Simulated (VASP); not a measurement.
# Al (Im-3m) in VASP: notebook, part 2 of 2

VASP 6.6.1.

## 3. Relaxation of cell and atoms, LDA

Input file INCAR:

```
SYSTEM = Al
ALGO     = Normal         ! electronic algorithm
EDIFF    = 1E-6           ! SCF threshold, eV
EDIFFG   = -0.005         ! ionic threshold
ENCUT    = 600            ! plane-wave cutoff, eV
IBRION   = 2              ! ionic algorithm
ISIF     = 3              ! what is computed and relaxed
ISMEAR   = 1              ! smearing method
LASPH    = .True.         ! aspherical terms in the spheres
LCHARG   = .False.        ! write CHGCAR
LREAL    = .False.        ! projectors in reciprocal space
LWAVE    = .False.        ! write WAVECAR
NELM     = 100            ! most SCF steps
NSW      = 80             ! ionic steps
PREC     = Accurate       ! precision mode
SIGMA    = 0.15           ! smearing width, eV
```

Input file KPOINTS:

```
k-points
0
Gamma
  12 12 12
  0 0 0
```

Input file POSCAR:

```
Al
1.0
   -1.5912200000      1.5912200000      1.5912200000
    1.5912200000     -1.5912200000      1.5912200000
    1.5912200000      1.5912200000     -1.5912200000
Al
1
Direct
    0.0000000000      0.0000000000      0.0000000000
```

Potentials or basis: VASP PAW LDA potentials, release 64 (Al).

Command:

```bash
cat potpaw_LDA.64/Al/POTCAR > POTCAR
mpirun -np 1 vasp_std > vasp.out
```

OUTCAR:

```text
SYSTEM = Al
   EDIFF = 1E-6
   EDIFFG = -0.005
   ENCUT = 600
   IBRION = 2
   ISIF = 3
   ISMEAR = 1
   LASPH = .True.
   LREAL = .False.
   NELM = 100
   NSW = 80
   PREC = Accurate

 ion  position               nearest neighbor table
   1  0.000  0.000  0.000-

  LATTYP: Found a body centered cubic cell.
 ALAT       =     3.1824400000

  Lattice vectors:

 A1 = (  -1.5912200000,   1.5912200000,   1.5912200000)
 A2 = (   1.5912200000,  -1.5912200000,   1.5912200000)
 A3 = (   1.5912200000,   1.5912200000,  -1.5912200000)

Analysis of symmetry for initial positions (statically):
=====================================================================
 Subroutine PRICEL returns:
 Original cell was already a primitive cell.

 Routine SETGRP: Setting up the symmetry group for a
 body centered cubic supercell.

 Subroutine GETGRP returns: Found 48 space group operations
 (whereof 48 operations were pure point group operations)
 out of a pool of 48 trial point group operations.

The static configuration has the point symmetry O_h .

Analysis of symmetry for dynamics (positions and initial velocities):
=====================================================================
 Subroutine PRICEL returns:
 Original cell was already a primitive cell.

 Routine SETGRP: Setting up the symmetry group for a
 body centered cubic supercell.

 Subroutine GETGRP returns: Found 48 space group operations
 (whereof 48 operations were pure point group operations)
 out of a pool of 48 trial point group operations.

The dynamic configuration has the point symmetry O_h .

 Subroutine INISYM returns: Found 48 space group operations
 (whereof 48 operations are pure point group operations),
 and found     1 'primitive' translations

----------------------------------------------------------------------------------------
[... 120 lines left out ...]
   LEPSILON=     F    determine dielectric tensor
   LRPA    =     F    only Hartree local field effects (RPA)
 conjugate gradient relaxation of ions
 non-spin polarized calculation
 Methfessel and Paxton  Order N= 1 SIGMA  =   0.15
  energy-cutoff  :      600.00
  volume of cell :       16.12
 maximum number of plane-waves:       555
 NGX is ok and might be reduce to    24
   NGX = 11   NGY = 11   NGZ = 11

--------------------------------------- Ionic step        1  -------------------------------------------

 number of electron       3.0000000 magnetization

 Free energy of the ion-electron system (eV)
  ---------------------------------------------------
  ext. energy  EPLUGINS =         0.00000000
  ---------------------------------------------------
  free energy    TOTEN  =        -4.08556925 eV

  energy without entropy =       -4.08542433  energy(sigma->0) =       -4.08552094

------------------------ aborting loop because EDIFF is reached ----------------------------------------

  FORCE on cell =-STRESS in cart. coord.  units (eV):
  Direction    XX          YY          ZZ          XY          YZ          ZX
  --------------------------------------------------------------------------------------
  -------------------------------------------------------------------------------------
  Total        0.0573341      0.0573341      0.0573341      0.0000000      0.0000000      0.0000000
  in kB        5.6999781      5.6999781      5.6999781      0.0000000      0.0000000      0.0000000
  external PRESSURE =       5.6999781 kB  Pullay stress =       0.0000000 kB
[... 57 lines left out ...]
--------------------------------------- Ionic step        3  -------------------------------------------

 number of electron       3.0000000 magnetization

 Free energy of the ion-electron system (eV)
  ---------------------------------------------------
  ext. energy  EPLUGINS =         0.00000000
  ---------------------------------------------------
  free energy    TOTEN  =        -4.08578434 eV

  energy without entropy =       -4.08564883  energy(sigma->0) =       -4.08573917

 E-fermi :   7.9219     XC(G=0): -10.4066

 val. band max:        7.8438342126   @ k =   0.3333   0.0833  -0.0000
 cond. band min:       7.9331481315   @ k =   0.3333   0.2500   0.0833
 fundamental gap:      0.0893139189
 Fermi energy:         7.9219076796

 k-point     1 :       0.0000    0.0000    0.0000
  band No.  band energies     occupation
      1      -3.2472      2.00000
      2      21.2501      0.00000
      3      21.2501      0.00000
      4      21.2501      0.00000
      5      22.6211      0.00000
[... 177 lines left out ...]
 k-point    24 :       0.4167    0.0833    0.0833
  band No.  band energies     occupation
      1       3.9959      2.00000
      2       4.4602      2.00000
      3      12.9399      0.00000
      4      13.5420      0.00000
      5      21.9772      0.00000

 [... further k-points ...]

------------------------ aborting loop because EDIFF is reached ----------------------------------------

  FORCE on cell =-STRESS in cart. coord.  units (eV):
  Direction    XX          YY          ZZ          XY          YZ          ZX
  --------------------------------------------------------------------------------------
  -------------------------------------------------------------------------------------
  Total       -0.0008377     -0.0008377     -0.0008377     -0.0000000      0.0000000      0.0000000
  in kB       -0.0826526     -0.0826526     -0.0826526     -0.0000000      0.0000000      0.0000000
  external PRESSURE =      -0.0826526 kB  Pullay stress =       0.0000000 kB
[... 16 lines left out ...]
  FREE ENERGIE OF THE ION-ELECTRON SYSTEM (eV)
  ---------------------------------------------------
  free  energy   TOTEN  =        -4.0857843391 eV

  energy  without entropy=       -4.0856488318  energy(sigma->0) =       -4.08573917

 reached required accuracy - stopping structural energy minimisation
```

OSZICAR:

```text
N       E                     dE             d eps       ncg     rms          rms(c)
DAV:   1    -0.150636599854E+01   -0.15064E+01   -0.90425E+02   755   0.371E+02
DAV:   2    -0.408955391283E+01   -0.25832E+01   -0.23204E+01   900   0.329E+01
DAV:   3    -0.411590814806E+01   -0.26354E-01   -0.26283E-01  1030   0.382E+00
DAV:   4    -0.411597559741E+01   -0.67449E-04   -0.67449E-04  1040   0.163E-01
DAV:   5    -0.411597579336E+01   -0.19595E-06   -0.19632E-06  1005   0.487E-03    0.134E+00
DAV:   6    -0.409733320883E+01    0.18643E-01   -0.29890E-03   920   0.336E-01    0.747E-01
DAV:   7    -0.408559364919E+01    0.11740E-01   -0.73575E-03   895   0.518E-01    0.158E-01
DAV:   8    -0.408556930549E+01    0.24344E-04   -0.42819E-05  1135   0.608E-02    0.108E-02
DAV:   9    -0.408556925038E+01    0.55117E-07   -0.10814E-07   930   0.249E-03
   1 F= -.40855693E+01 E0= -.40855209E+01  d E =-.408557E+01
       N       E                     dE             d eps       ncg     rms          rms(c)
DAV:   1    -0.408581897914E+01   -0.24967E-03   -0.36568E-03   950   0.372E-01    0.483E-02
DAV:   2    -0.408579687479E+01    0.22104E-04   -0.25451E-05   905   0.455E-02    0.193E-02
DAV:   3    -0.408578250658E+01    0.14368E-04   -0.66070E-06   945   0.153E-02    0.556E-03
DAV:   4    -0.408578194100E+01    0.56558E-06   -0.32177E-07   585   0.355E-03
   2 F= -.40857819E+01 E0= -.40857368E+01  d E =-.212691E-03
       N       E                     dE             d eps       ncg     rms          rms(c)
DAV:   1    -0.408578452567E+01   -0.20191E-05   -0.30959E-05   955   0.341E-02    0.460E-03
DAV:   2    -0.408578433910E+01    0.18657E-06   -0.19885E-07   560   0.422E-03
   3 F= -.40857843E+01 E0= -.40857392E+01  d E =-.215089E-03
```

Run time: 3.7 s. Hardware: 1 thread of Intel Xeon 6975P-C (Granite Rapids), shared host; peak memory 0.12 GiB.

What came out:

```
Free energy                            : -4.0858 eV
Relaxed volume                         : 16.24 Å³/atom
Relaxed cell                           : a = 2.763 Å, b = 2.763 Å, c = 2.763 Å, α = 109.47°, β = 109.47°, γ = 109.47°
Space group after relaxing (to 0.05 Å) : Im-3m (No. 229)
Energy gained by relaxing              : 0.2 meV/atom
Ionic steps                            : 3
Pressure after relaxing                : 0.0 GPa
```

Step by step:
| step | energy change (eV) | largest force (eV/Å) | pressure (GPa) | volume (Å³) |
| --- | --- | --- | --- | --- |
| 1 | 0.0000 | 0.0000 | 0.57 | 16.12 |
| 2 | -0.0002 | 0.0000 | -0.06 | 16.25 |
| 3 | -0.0002 | 0.0000 | -0.01 | 16.24 |

Final structure:
```cif
data_structure
_symmetry_space_group_name_H-M 'P 1'
_symmetry_Int_Tables_number 1
_cell_length_a 2.7630
_cell_length_b 2.7630
_cell_length_c 2.7630
_cell_angle_alpha 109.471
_cell_angle_beta 109.471
_cell_angle_gamma 109.471
_cell_volume 16.24
loop_
_atom_site_label
_atom_site_type_symbol
_atom_site_fract_x
_atom_site_fract_y
_atom_site_fract_z
_atom_site_occupancy
Al1 Al 0.00000 0.00000 0.00000 1
```

## 4. Relaxation of cell and atoms, PBEsol+D3(BJ)

Input file INCAR:

```
ALGO = Normal
EDIFF = 1E-6
EDIFFG = -0.005
ENCUT = 600
GGA = PS
IBRION = 2
ISIF = 3
ISMEAR = 1
IVDW = 12
LASPH = True
LCHARG = False
LREAL = False
LWAVE = False
NELM = 100
NSW = 80
PREC = Accurate
SIGMA = 0.15
```

Input file KPOINTS:

```
k-points
0
Gamma
  12 12 12
```

POSCAR is that of step 3.

Potentials or basis: VASP PAW PBE potentials, release 64 (Al).

Command:

```bash
cat potpaw_PBE.64/Al/POTCAR > POTCAR
mpirun -np 1 vasp_std > vasp.out
```

OUTCAR:

```text
EDIFF = 1E-6
   EDIFFG = -0.005
   ENCUT = 600
   GGA = PS
   IBRION = 2
   ISIF = 3
   ISMEAR = 1
   IVDW = 12
   LASPH = True
   LREAL = False
   NELM = 100
   NSW = 80
   PREC = Accurate
 IVDW          = 12

 ion  position               nearest neighbor table
   1  0.000  0.000  0.000-

  LATTYP: Found a body centered cubic cell.
 ALAT       =     3.1824400000

  Lattice vectors:

 A1 = (  -1.5912200000,   1.5912200000,   1.5912200000)
 A2 = (   1.5912200000,  -1.5912200000,   1.5912200000)
 A3 = (   1.5912200000,   1.5912200000,  -1.5912200000)

Analysis of symmetry for initial positions (statically):
=====================================================================
 Subroutine PRICEL returns:
 Original cell was already a primitive cell.

 Routine SETGRP: Setting up the symmetry group for a
[... 173 lines left out ...]

 E8    (eV) :    -0.2192
[... 69 lines left out ...]
--------------------------------------- Ionic step        3  -------------------------------------------

 number of electron       3.0000000 magnetization

 Free energy of the ion-electron system (eV)
  ---------------------------------------------------
  ext. energy  EPLUGINS =         0.00000000
  ---------------------------------------------------
  free energy    TOTEN  =        -3.98132883 eV

  energy without entropy =       -3.98096468  energy(sigma->0) =       -3.98120744

 E-fermi :   8.3142     XC(G=0): -10.3935

 val. band max:        8.3055463823   @ k =  -0.4167  -0.4167   0.2500
 cond. band min:       8.3431640113   @ k =   0.3333   0.2500   0.0833
 fundamental gap:      0.0376176290
 Fermi energy:         8.3141576915

 k-point     1 :       0.0000    0.0000    0.0000
  band No.  band energies     occupation
      1      -3.0459      2.00000
      2      21.7958      0.00000
      3      21.7958      0.00000
      4      21.7958      0.00000
      5      23.5500      0.00000
[... 177 lines left out ...]
 k-point    24 :       0.4167    0.0833    0.0833
  band No.  band energies     occupation
      1       4.2566      2.00000
      2       4.8313      2.00000
      3      13.3296      0.00000
      4      14.1289      0.00000
      5      22.5763      0.00000

 [... further k-points ...]

------------------------ aborting loop because EDIFF is reached ----------------------------------------

 Edisp (eV)   -0.32960

 E8    (eV) :    -0.2220
[... 24 lines left out ...]
  FREE ENERGIE OF THE ION-ELECTRON SYSTEM (eV)
  ---------------------------------------------------
  free  energy   TOTEN  =        -4.3109241402 eV

  energy  without entropy=       -4.3105599924  energy(sigma->0) =       -4.31080276

 reached required accuracy - stopping structural energy minimisation
```

OSZICAR:

```text
N       E                     dE             d eps       ncg     rms          rms(c)
DAV:   1    -0.135018006575E+01   -0.13502E+01   -0.87742E+02   740   0.366E+02
DAV:   2    -0.398906814926E+01   -0.26389E+01   -0.23898E+01   915   0.331E+01
DAV:   3    -0.401485423294E+01   -0.25786E-01   -0.25737E-01  1025   0.391E+00
DAV:   4    -0.401493490138E+01   -0.80668E-04   -0.80670E-04  1040   0.179E-01
[... 10 lines left out ...]
DAV:   4    -0.398078254814E+01    0.20137E-05   -0.12939E-06   845   0.701E-03    0.697E-03
DAV:   5    -0.398078259342E+01   -0.45282E-07   -0.10964E-08   495   0.115E-03
   2 F= -.43109139E+01 E0= -.43107889E+01  d E =-.610205E-03
       N       E                     dE             d eps       ncg     rms          rms(c)
DAV:   1    -0.398132964992E+01   -0.54710E-03   -0.12846E-04   955   0.718E-02    0.983E-03
DAV:   2    -0.398132882636E+01    0.82356E-06   -0.92389E-07   755   0.875E-03
   3 F= -.43109241E+01 E0= -.43108028E+01  d E =-.620405E-03
```

CONTCAR:

```text
Al
   1.00000000000000
    -1.5845568911649348    1.5845568911649348    1.5845568911649348
     1.5845568911649348   -1.5845568911649348    1.5845568911649348
     1.5845568911649348    1.5845568911649348   -1.5845568911649348
  Al
     1
Direct
     0.0000000000000000    0.0000000000000000    0.0000000000000000

  0.00000000E+00  0.00000000E+00  0.00000000E+00
```

Wall time 4.2 s (1 thread of Intel Xeon 6975P-C (Granite Rapids), shared host); peak memory 0.14 GiB.

Results:

* Free energy: -4.3109 eV
* Relaxed volume: 15.91 Å³/atom
* Relaxed cell: a = 2.745 Å, b = 2.745 Å, c = 2.745 Å, α = 109.47°, β = 109.47°, γ = 109.47°
* Space group after relaxing (to 0.05 Å): Im-3m (No. 229)
* Energy gained by relaxing: 0.6 meV/atom
* Ionic steps: 3
* Pressure after relaxing: 0.0 GPa
* Dispersion energy per atom: -0.330 eV

Step by step:
```csv
step,energy change (eV),largest force (eV/Å),pressure (GPa),volume (Å³)
1,0.0000,0.0000,-0.97,16.12
2,-0.0006,0.0000,0.13,15.89
3,-0.0006,0.0000,0.01,15.91
```

Final structure:
```
CELL_PARAMETERS angstrom
-1.58456 1.58456 1.58456
1.58456 -1.58456 1.58456
1.58456 1.58456 -1.58456
ATOMIC_POSITIONS crystal
Al 0.00000 0.00000 0.00000
```

Caveat: the PAW data sets were made with another functional, which shifts forces and pressure a little; pairwise dispersion overbinds metals, which lowers pressure and volume.

## 5. The runs side by side

| level | potentials or basis | gap on the mesh (eV) | pressure (GPa) | relaxed volume (Å³/atom) |
| --- | --- | --- | --- | --- |
| BLYP+D3(BJ) | VASP PAW PBE potentials, release 64 (Al) | none | 0.0 | 16.01 |
| LDA | VASP PAW LDA potentials, release 64 (Al) | none | 0.0 | 16.24 |
| PBEsol+D3(BJ) | VASP PAW PBE potentials, release 64 (Al) | none | 0.0 | 15.91 |

Alike in all rows: task relaxation of cell and atoms; no spin polarisation; cell relaxed; k mesh 12 × 12 × 12; cutoff (eV) 600; smearing methfessel-paxton 0.15 eV.

Caveats: the PAW data sets were made with another functional, which shifts forces and pressure a little (some runs); pairwise dispersion overbinds metals, which lowers pressure and volume (some runs).

Absolute energies hang on the potentials; compare differences alone.
